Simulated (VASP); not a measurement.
Write the native input for VASP 6.6.1 that does the following.

| Quantity | Value |
| --- | --- |
| Task | single point |
| Functional | PBEsol |
| Potentials or basis | VASP PAW PBE potentials, release 64 (Nb_sv) |
| Cutoff | 520 eV |
| k mesh | 18 × 18 × 18 |
| Occupations | gaussian, width 0.1 eV |
| Spin | no spin polarisation |
| Dipole correction | no |
| Further INCAR settings | ALGO = Normal; EDIFF = 1e-06; NBANDS = 12 |

The structure of Nb lies in POSCAR:

```
Nb
1.0
   -1.6360727345      1.6360727345      1.6360727345
    1.6360727345     -1.6360727345      1.6360727345
    1.6360727345      1.6360727345     -1.6360727345
Nb
1
Direct
    0.0000000000      0.0000000000      0.0000000000
```

One way to write it, as run:

INCAR

```
ALGO = Normal ; EDIFF = 1E-6
ENCUT = 520 ; GGA = PS
ISIF = 2 ; ISMEAR = 0
LASPH = T ; LCHARG = F
LREAL = F ; LWAVE = F
NBANDS = 12 ; NELM = 60
PREC = Accurate ; SIGMA = 0.1
```

KPOINTS

```
k-points
0
Gamma
  18 18 18
```

Potentials or basis: VASP PAW PBE potentials, release 64 (Nb_sv).

The run is started by

```sh
$ cat potpaw_PBE.64/Nb_sv/POTCAR > POTCAR
$ mpirun -np 1 vasp_std > vasp.out
```

Results of the run:

```
Pressure : -0.3 GPa
```

Caveat: the PAW data sets were made with another functional, which shifts forces and pressure a little.

Wall time 26 s on 1 thread of AMD EPYC 9R14 (Zen 4), on a shared host, peak memory 0.13 GiB.
